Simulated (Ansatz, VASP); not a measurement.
**MgCuGe: VASP beside Ansatz**

File INCAR:

```
PREC = Accurate
ENCUT = 520
EDIFF = 1E-6
ISMEAR = 0
SIGMA = 0.05
LREAL = False
LASPH = True
NELM = 100
ALGO = Fast
ISIF = 2
LWAVE = False
LCHARG = True
GGA = CA
LELF = True
LVHAR = True
NBANDS = 36
```

File KPOINTS:

```
regular mesh
0
Gamma
  7 7 4
```

The input POSCAR:

```
MgCuGe
1.0
    4.0053020000      0.0000000000      0.0000000000
    0.0000000000      4.0053020000      0.0000000000
    0.0000000000      0.0000000000      6.3947530000
Ge Cu Mg
2 2 2
Direct
    0.5000000000      0.0000000000      0.3220180000
    0.0000000000      0.5000000000      0.6779820000
    0.5000000000      0.0000000000      0.7019580000
    0.0000000000      0.5000000000      0.2980420000
    0.5000000000      0.5000000000      0.0000000000
    0.0000000000      0.0000000000      0.0000000000
```

File input.yaml:

```yaml
crystal:
  lattice:
    - [4.005302, 0.0, 0.0]
    - [0.0, 4.005302, 0.0]
    - [0.0, 0.0, 6.394753]
  atoms:
    - { symbol: Ge, position: [0.5, 0.0, 0.322018] }
    - { symbol: Ge, position: [0.0, 0.5, 0.677982] }
    - { symbol: Cu, position: [0.5, 0.0, 0.701958] }
    - { symbol: Cu, position: [0.0, 0.5, 0.298042] }
    - { symbol: Mg, position: [0.5, 0.5, 0.0] }
    - { symbol: Mg, position: [0.0, 0.0, 0.0] }
hamiltonian:
  xc: lda
  pseudopotentials: { kind: paw }
kpoints:
  mp_grid: { grid: [7, 7, 4] }
scf:
  occupations: { method: gaussian, width: 0.05 }
output:
  forces: true
  stress: true
  eigenvalues: true
  write_density: true
  write_potential: true
  elf: true
  volumetric_format: npy
```

Alike in both runs: task single point; functional LDA; k mesh 7 × 7 × 4; occupations gaussian, width 0.05 eV; no spin polarisation.

|  | VASP | Ansatz |
| --- | --- | --- |
| version | VASP 6.6.1 | Ansatz 0.2.0 |
| potentials or method | VASP PAW LDA potentials, release 64 (Ge_d, Cu, Mg) | Ansatz PAW |
| plane-wave cutoff (eV) | 520 | 420 |
| valence electrons in the cell | 54 | 86 |

```tsv
	VASP	Ansatz	Ansatz less VASP
gap on the k mesh at the Fermi level (eV)	none	none	-
pressure (GPa)	-5.9	-5.6	+0.27
traceless stress, the component that is largest in VASP (GPa)	-0.37	-0.41	-0.036
rms of the force components (eV/Å)	0.078	0.096	+0.0188
```

LDA's correlation is that of Perdew and Zunger in VASP and of Perdew and Wang (1992) in Ansatz. Atom by atom the forces differ by 0.019 eV/Å (rms over components). A gap of «none» marks a metal or a gap that the smearing closes. VASP's potentials hold 54 valence electrons a cell and Ansatz's 86, so a difference there can come from the potentials and not from the codes.
